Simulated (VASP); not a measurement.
Wanted: the native input for a VASP 6.6.1 run.

```yaml
Task: single point
Functional: r2SCAN
Potentials_or_basis: VASP PAW PBE potentials, release 64 (Sn_d, Se)
Cutoff: 520 eV
k_mesh: 12 × 12 × 4
Occupations: gaussian, width 0.02 eV
Spin: no spin polarisation
Dipole_correction: no
Further_INCAR_settings: ALGO = Normal; EDIFF = 1e-06; NBANDS = 20
```

SnSe2:

```
Sn Se
1.0
     3.99418    0.00000    0.00000
    -1.99709    3.45906    0.00000
     0.00000    0.00000    6.36804
Sn Se
1 2
Direct
  0.00000 0.00000 0.00000
  0.66667 0.33333 0.75813
  0.33333 0.66667 0.24187
```

This cell differs from its parent crystal: biaxial strain in the a-b plane: +4.0 %.

One way to write it, as run:

POSCAR

```
SnSe2
1.0
    3.9941827371      0.0000000000      0.0000000000
   -1.9970913685      3.4590637177      0.0000000000
    0.0000000000      0.0000000000      6.3680410114
Sn Se
1 2
Direct
    0.0000000000      0.0000000000      0.0000000000
    0.6666666667      0.3333333333      0.7581278401
    0.3333333333      0.6666666667      0.2418721599
```

INCAR.step1

```
SYSTEM = SnSe2
  PREC = Accurate
  ENCUT = 520
  ISMEAR = 0
  SIGMA = 0.02
  LREAL = .False.
  LASPH = .True.
  NELM = 60
  NBANDS = 20
  GGA = PE
  ALGO = Normal
  EDIFF = 1E-4
  LWAVE = .True.
  LCHARG = .False.
```

INCAR.step2

```
SYSTEM = SnSe2
  PREC = Accurate
  ENCUT = 520
  EDIFF = 1E-6
  ISMEAR = 0
  SIGMA = 0.02
  LREAL = .False.
  LASPH = .True.
  NELM = 60
  ALGO = Normal
  ISIF = 2
  LWAVE = .False.
  LCHARG = .False.
  METAGGA = R2SCAN
  LMIXTAU = .True.
  NBANDS = 20
  ISTART = 1
```

KPOINTS

```
regular mesh
0
Gamma
  12 12 4
  0 0 0
```

Potentials or basis: VASP PAW PBE potentials, release 64 (Sn_d, Se).

Command:

```sh
$ cat potpaw_PBE.64/Sn_d/POTCAR potpaw_PBE.64/Se/POTCAR > POTCAR
$ cp INCAR.step1 INCAR
$ mpirun -np 1 vasp_std > vasp.out
$ cp INCAR.step2 INCAR
$ mpirun -np 1 vasp_std > vasp.out
```

Results of the run:

* Pressure: -3.3 GPa
* Largest force: 0.119 eV/Å
* Band gap on the k mesh: 0.83 eV, indirect (the least direct gap lies 1.4 meV higher)

Caveat: the cell differs from its parent crystal (biaxial strain in the a-b plane: +4.0 %); the PAW data sets were made with another functional, which shifts forces and pressure a little; spin-orbit coupling is left out, which moves the levels of the heavy elements.

It took 3.5 min on 1 thread of Intel(R) Xeon(R) 6975P-C (Granite Rapids), with other jobs on the host, peak memory 0.28 GiB.
